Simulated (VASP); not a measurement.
# AlGaN2 (P-4m2) in VASP: a series of runs, part 2 of 2

VASP 6.6.1.

## Step 4: Single point, LDA (biaxial strain in the a-b plane: +2.0 %)

File INCAR:

```
SYSTEM = AlGaN2
ALGO = Normal
EDIFF = 1E-6
ENCUT = 520
ISIF = 2
ISMEAR = 0
LASPH = .True.
LCHARG = .False.
LREAL = .False.
LWAVE = .False.
NBANDS = 21
NELM = 80
PREC = Accurate
SIGMA = 0.02
```

File KPOINTS:

```
k-points
0
Gamma
  8 8 6
  0 0 0
```

File POSCAR:

```
AlGaN2
1.0
    3.1775921964      0.0000000000      0.0000000000
    0.0000000000      3.1775921964      0.0000000000
    0.0000000000      0.0000000000      4.3317182302
Al Ga N
1 1 2
Direct
    0.5000000000      0.5000000000      0.5000000000
    0.0000000000      0.0000000000      0.0000000000
    0.5000000000      0.0000000000      0.7400513253
    0.0000000000      0.5000000000      0.2599486747
```

Potentials or basis: VASP PAW LDA potentials, release 64 (Al, Ga_d, N).

On the command line:

```bash
> cat potpaw_LDA.64/Al/POTCAR potpaw_LDA.64/Ga_d/POTCAR potpaw_LDA.64/N/POTCAR > POTCAR
> mpirun -np 1 vasp_std > vasp.out
```

OUTCAR:

```text
SYSTEM = AlGaN2
   EDIFF = 1E-6
   ENCUT = 520
   ISIF = 2
   ISMEAR = 0
   LASPH = .True.
   LREAL = .False.
   NELM = 80
   PREC = Accurate

 ion  position               nearest neighbor table
   1  0.500  0.500  0.500-   3 1.90   4 1.90   3 1.90   4 1.90   2 3.12   2 3.12   2 3.12   2 3.12
                             2 3.12   2 3.12   2 3.12   2 3.12
   2  0.000  0.000  0.000-   3 1.95   4 1.95   4 1.95   3 1.95   1 3.12   1 3.12   1 3.12   1 3.12
                             1 3.12   1 3.12   1 3.12   1 3.12
   3  0.500  0.000  0.740-   1 1.90   1 1.90   2 1.95   2 1.95
   4  0.000  0.500  0.260-   1 1.90   1 1.90   2 1.95   2 1.95

  LATTYP: Found a simple tetragonal cell.
 ALAT       =     3.1775921964
 C/A-ratio  =     1.3632077254

  Lattice vectors:

 A1 = (   3.1775921964,   0.0000000000,   0.0000000000)
 A2 = (   0.0000000000,   3.1775921964,   0.0000000000)
 A3 = (   0.0000000000,   0.0000000000,   4.3317182302)

Analysis of symmetry for initial positions (statically):
=====================================================================
 Subroutine PRICEL returns:
 Original cell was already a primitive cell.

 Routine SETGRP: Setting up the symmetry group for a
 simple tetragonal supercell.

 Subroutine GETGRP returns: Found  8 space group operations
 (whereof  8 operations were pure point group operations)
 out of a pool of 16 trial point group operations.

The static configuration has the point symmetry D_2d.

Analysis of symmetry for dynamics (positions and initial velocities):
=====================================================================
 Subroutine PRICEL returns:
 Original cell was already a primitive cell.

 Routine SETGRP: Setting up the symmetry group for a
 simple tetragonal supercell.

 Subroutine GETGRP returns: Found  8 space group operations
 (whereof  8 operations were pure point group operations)
 out of a pool of 16 trial point group operations.

The dynamic configuration has the point symmetry D_2d.

 Subroutine INISYM returns: Found  8 space group operations
 (whereof  8 operations are pure point group operations),
 and found     1 'primitive' translations

----------------------------------------------------------------------------------------

                                     Primitive cell

  volume of cell :      43.7378

  direct lattice vectors                    reciprocal lattice vectors
     3.177592196  0.000000000  0.000000000     0.314703693  0.000000000  0.000000000
     0.000000000  3.177592196  0.000000000     0.000000000  0.314703693  0.000000000
     0.000000000  0.000000000  4.331718230     0.000000000  0.000000000  0.230855274

  length of vectors
     3.177592196  3.177592196  4.331718230     0.314703693  0.314703693  0.230855274

  position of ions in fractional coordinates (direct lattice)
     0.500000000  0.500000000  0.500000000
     0.000000000  0.000000000  0.000000000
     0.500000000  0.000000000  0.740051325
     0.000000000  0.500000000  0.259948675

  ion indices of the primitive-cell ions
   primitive index   ion index
                 1           1
                 2           2
                 3           3
                 4           4

[... 24 lines left out ...]
 Found     60 irreducible k-points:

 Following reciprocal coordinates:
            Coordinates               Weight
  0.000000  0.000000  0.000000      1.000000
  0.125000  0.000000  0.000000      4.000000
  0.250000  0.000000  0.000000      4.000000
  0.375000  0.000000  0.000000      4.000000
  0.500000  0.000000  0.000000      2.000000
  0.125000  0.125000  0.000000      4.000000
[... 16 lines left out ...]
  0.375000  0.125000  0.166667     16.000000
  0.500000  0.125000  0.166667      8.000000
 [... further k-points ...]
   k-points           NKPTS =     60   k-points in BZ     NKDIM =     60   number of bands    NBANDS=     21
   number of dos      NEDOS =    301   number of ions     NIONS =      4
   total plane-waves  NPLWV =  18432
   dimension x,y,z NGX =    24 NGY =   24 NGZ =   32
   dimension x,y,z NGXF=    48 NGYF=   48 NGZF=   64
   ions per type =               1   1   2
   NGX,Y,Z   is equivalent  to a cutoff of  12.56, 12.56, 12.28 a.u.
   NGXF,Y,Z  is equivalent  to a cutoff of  25.11, 25.11, 24.56 a.u.
 SYSTEM =  AlGaN2
   PREC   = accura    normal or accurate (medium, high low for compatibility)
   ISTART =      0    job   : 0-new  1-cont  2-samecut
   ICHARG =      2    charge: 1-file 2-atom 10-const
   ISPIN  =      1    spin polarized calculation?
   LNONCOLLINEAR =      F non collinear calculations
   LSORBIT =      F    spin-orbit coupling
   LASPH  =      T    aspherical Exc in radial PAW
   ENCUT  =  520.0 eV  38.22 Ry    6.18 a.u.   5.91  5.91  8.05*2*pi/ulx,y,z
   NELM   =     80;   NELMIN=  2; NELMDL= -5     # of ELM steps
   EDIFF  = 0.1E-05   stopping-criterion for ELM
   LREAL  =      F    real-space projection
   EDIFFG = 0.1E-04   stopping-criterion for IOM
   NSW    =      0    number of steps for IOM
   IBRION =     -1    ionic relax: 0-MD 1-quasi-New 2-CG
   NFREE  =      0    steps in history (QN), initial steepest desc. (CG)
   ISIF   =      2    stress and relaxation
   ISYM   =      2    0-nonsym 1-usesym 2-fastsym
   POTIM  = 0.5000    time-step for ionic-motion
   TEBEG  =    0.0;   TEEND  =   0.0 temperature during run
   PSTRESS=    0.0 pullay stress
   NELECT =      26.0000    total number of electrons
   NUPDOWN=      -1.0000    fix difference up-down
   EMIN   =  10.00;   EMAX   =-10.00  energy-range for DOS
   EFERMI =   0.00;   METHOD = LEGACY
   ISMEAR =     0;   SIGMA  =   0.02  broadening in eV -4-tet -1-fermi 0-gaus
   EFERMI_NEDOS =   21; number of points for ismear=-14 and -15
   IALGO  =     38    algorithm
   IMIX   =      4    mixing-type and parameters
     AMIX     =   0.40;   BMIX     =  1.00
     AMIX_MAG =   1.60;   BMIX_MAG =  1.00
  volume/ion in A,a.u.               =      10.93        73.79
  Fermi-wavevector in a.u.,A,eV,Ry     =   1.376513  2.601233 25.780171  1.894789
  Thomas-Fermi vector in A             =   2.501751
   LORBIT       =      0    0 simple, 1 ext, 2 COOP (PROOUT), +10 PAW based schemes
   GGA     = CA    functional components
   LHFCALC =     F    Hartree Fock is set to
   AEXX    =    0.0000 exact exchange contribution
   IVDW    =     0    specifies the selected vdW correction
   LEPSILON=     F    determine dielectric tensor
   LRPA    =     F    only Hartree local field effects (RPA)
 non-spin polarized calculation
 Gauss-broadening in eV      SIGMA  =   0.02
  energy-cutoff  :      520.00
  volume of cell :       43.74
 maximum number of plane-waves:      1200
 NGX is ok and might be reduce to    24
   NGX = 11   NGY = 11   NGZ = 17

 number of electron      25.9999998 magnetization

 Free energy of the ion-electron system (eV)
  ---------------------------------------------------
  ext. energy  EPLUGINS =         0.00000000
  ---------------------------------------------------
  free energy    TOTEN  =       -30.28969603 eV

  energy without entropy =      -30.28969603  energy(sigma->0) =      -30.28969603

 E-fermi :   5.5038     XC(G=0): -11.7131

 val. band max:        5.3333651287   @ k =   0.0000   0.0000   0.0000
 cond. band min:       8.2306064916   @ k =   0.0000   0.0000   0.0000
 fundamental gap:      2.8972413629
 Fermi energy:         5.5038226624

 k-point     1 :       0.0000    0.0000    0.0000
  band No.  band energies     occupation
      1      -9.9736      2.00000
      2      -8.6599      2.00000
      3      -7.7254      2.00000
      4      -7.7254      2.00000
      5      -7.6778      2.00000
      6      -7.5098      2.00000
[... 565 lines left out ...]
     20      17.2389      0.00000
     21      17.3933      0.00000

 [... further k-points ...]

------------------------ aborting loop because EDIFF is reached ----------------------------------------

  FORCE on cell =-STRESS in cart. coord.  units (eV):
  Direction    XX          YY          ZZ          XY          YZ          ZX
  --------------------------------------------------------------------------------------
  -------------------------------------------------------------------------------------
  Total       -1.6529054     -1.6529054     -0.5622805      0.0000000      0.0000000     -0.0000000
  in kB      -60.5483139    -60.5483139    -20.5971491      0.0000000      0.0000000     -0.0000000
  external PRESSURE =     -47.2312590 kB  Pullay stress =       0.0000000 kB

 VOLUME and BASIS-vectors are now :
 -----------------------------------------------------------------------------
  energy-cutoff  :      520.00
  volume of cell :       43.74
      direct lattice vectors                 reciprocal lattice vectors
     3.177592196  0.000000000  0.000000000     0.314703693  0.000000000  0.000000000
     0.000000000  3.177592196  0.000000000     0.000000000  0.314703693  0.000000000
     0.000000000  0.000000000  4.331718230     0.000000000  0.000000000  0.230855274

 POSITION                                       TOTAL-FORCE (eV/Angst)
 -----------------------------------------------------------------------------------
      1.58880      1.58880      2.16586        -0.000000     -0.000000      0.000000
      0.00000      0.00000      0.00000        -0.000000      0.000000      0.000000
      1.58880      0.00000      3.20569         0.000000      0.000000     -0.074516
      0.00000      1.58880      1.12602        -0.000000      0.000000      0.074516
 -----------------------------------------------------------------------------------
    total drift:                                0.000000      0.000000     -0.000000

  FREE ENERGIE OF THE ION-ELECTRON SYSTEM (eV)
  ---------------------------------------------------
  free  energy   TOTEN  =       -30.2896960274 eV

  energy  without entropy=      -30.2896960274  energy(sigma->0) =      -30.28969603
```

OSZICAR:

```text
N       E                     dE             d eps       ncg     rms          rms(c)
DAV:   1     0.173082073945E+03    0.17308E+03   -0.12876E+04  2812   0.182E+03
DAV:   2    -0.131974471261E+02   -0.18628E+03   -0.17385E+03  2778   0.422E+02
DAV:   3    -0.343741056329E+02   -0.21177E+02   -0.20917E+02  2921   0.108E+02
DAV:   4    -0.349252365776E+02   -0.55113E+00   -0.55033E+00  3100   0.186E+01
DAV:   5    -0.349340110934E+02   -0.87745E-02   -0.87739E-02  2942   0.227E+00    0.115E+01
DAV:   6    -0.303699922405E+02    0.45640E+01   -0.14601E+01  3862   0.515E+01    0.395E+00
DAV:   7    -0.303528445250E+02    0.17148E-01   -0.92815E-01  2700   0.768E+00    0.265E+00
DAV:   8    -0.303030233420E+02    0.49821E-01   -0.20945E-01  3028   0.417E+00    0.105E+00
DAV:   9    -0.302894324568E+02    0.13591E-01   -0.41101E-02  3400   0.295E+00    0.375E-01
DAV:  10    -0.302897547319E+02   -0.32228E-03   -0.61186E-03  2922   0.518E-01    0.106E-01
DAV:  11    -0.302897046681E+02    0.50064E-04   -0.19475E-04  3289   0.123E-01    0.350E-02
DAV:  12    -0.302896955805E+02    0.90877E-05   -0.38356E-05  3230   0.818E-02    0.102E-02
DAV:  13    -0.302896960274E+02   -0.44691E-06   -0.30340E-06  2696   0.117E-02
   1 F= -.30289696E+02 E0= -.30289696E+02  d E =-.166819E-35
```

Run time: 17 s. Hardware: 1 thread of Intel Xeon Platinum 8488C (Sapphire Rapids), shared host; peak memory 0.17 GiB.

Results:

| Property | Result |
| --- | --- |
| Free energy | -30.2897 eV |
| Pressure | -4.7 GPa |
| Largest force | 0.075 eV/Å |
| Band gap on the k mesh | 2.90 eV, direct |

Forces in eV/Å, atoms in the order of the input:
```
Al   0.000  0.000  0.000
Ga   0.000  0.000  0.000
N    0.000  0.000 -0.075
N    0.000  0.000  0.075
```

Stress tensor (GPa, compression positive):
```
-6.05  0.00  0.00
 0.00 -6.05  0.00
 0.00  0.00 -2.06
```

Levels at points of the mesh, in eV from the valence-band top:
```tsv
k point	band 11	band 12	band 13	band 14	band 15	band 16
(0.00, 0.00, 0.00)	-0.08	0.00	0.00	2.90	3.40	7.12
(0.50, 0.00, 0.00)	-2.69	-1.06	-0.81	7.00	7.06	7.72
(0.50, 0.50, 0.00)	-2.15	-2.15	-2.14	3.34	3.34	6.45
(0.00, 0.00, 0.50)	-1.63	-1.07	-1.07	5.27	5.45	7.74
(0.50, 0.00, 0.50)	-0.73	-0.67	-0.42	5.13	6.47	9.08
(0.50, 0.50, 0.50)	-3.24	-3.22	-3.22	6.34	6.34	8.82
```

Caveat: the cell differs from its parent crystal (biaxial strain in the a-b plane: +2.0 %). A k mesh can miss the band edges.
